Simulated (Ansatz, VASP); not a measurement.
Si in VASP and in Ansatz

```xyz
4
Lattice="3.8313 0.0000 0.0000 -1.9157 3.3180 0.0000 0.0000 0.0000 6.3326" Properties=species:S:1:pos:R:3 pbc="T T T"
Si    0.0000    2.2120    0.4990
Si    1.9157    1.1060    3.5653
Si    0.0000    2.2120    2.7673
Si    1.9157    1.1060    5.9336
```

Alike in both runs: task single point; functional PBE; k mesh 10 × 10 × 5; occupations fermi-dirac, width 0.02 eV; no spin polarisation.

|  | VASP | Ansatz |
| --- | --- | --- |
| version | VASP 6.6.1 | Ansatz 0.2.0 |
| potentials or method | VASP PAW PBE potentials, release 64 (Si), cutoff 500 eV | all-electron LAPW, scalar-relativistic |

Ansatz gave:

```
gap on the k mesh at the Fermi level (eV)                     : 0.30
least direct gap on the mesh (eV)                             : 0.92
pressure (GPa)                                                : 1.5
traceless stress, the component that is largest in VASP (GPa) : 2.49
rms of the force components (eV/Å)                            : 0.579
```

Task: What did VASP give for the same quantities?

Result: gap on the k mesh at the Fermi level (eV): 0.29; least direct gap on the mesh (eV): 0.93; pressure (GPa): 1.5; traceless stress, the component that is largest in VASP (GPa): 2.47; rms of the force components (eV/Å): 0.578.

Atom by atom the forces differ by 0.001 eV/Å (rms over components). Ansatz ran all-electron here, and VASP with PAW potentials.
